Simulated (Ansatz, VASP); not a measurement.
# One calculation of SrVO3, two programs

```
Sr V O
1.0
     3.94620    0.00000    0.00000
     0.00000    3.94620    0.00000
     0.00000    0.00000    3.94620
Sr V O
1 1 3
Direct
  0.00000 0.00000 0.00000
  0.50000 0.50000 0.50000
  0.50000 0.50000 0.00000
  0.50000 0.00000 0.50000
  0.00000 0.50000 0.50000
```

Alike in both runs: task single point; functional PBE; k mesh 6 × 6 × 6; occupations gaussian, width 0.1 eV; collinear spin; Hubbard terms V d U = 3.25 eV.

|  | VASP | Ansatz |
| --- | --- | --- |
| version | VASP 6.6.1 | Ansatz development build ahead of 0.2.0 |
| potentials or method | VASP PAW PBE potentials, release 64 (Sr_sv, V_sv, O) | PAW (an earlier, plane waves, scalar-relativistic |
| plane-wave cutoff (eV) | 520 | 930 |

|  | VASP | Ansatz | Ansatz less VASP |
| --- | --- | --- | --- |
| net moment per atom (μB) | 0.20 | 0.20 | 0.000 |
| size of the moment on the site where the two differ most (μB) | 1.16 | 0.88 | -0.277 |

Site moments also hang on the region over which each program counts them. The programs project onto different local orbitals, so the same U acts differently, and such runs can settle in different states. Ansatz's warnings: filled band counts differ across k points, reached outside group.
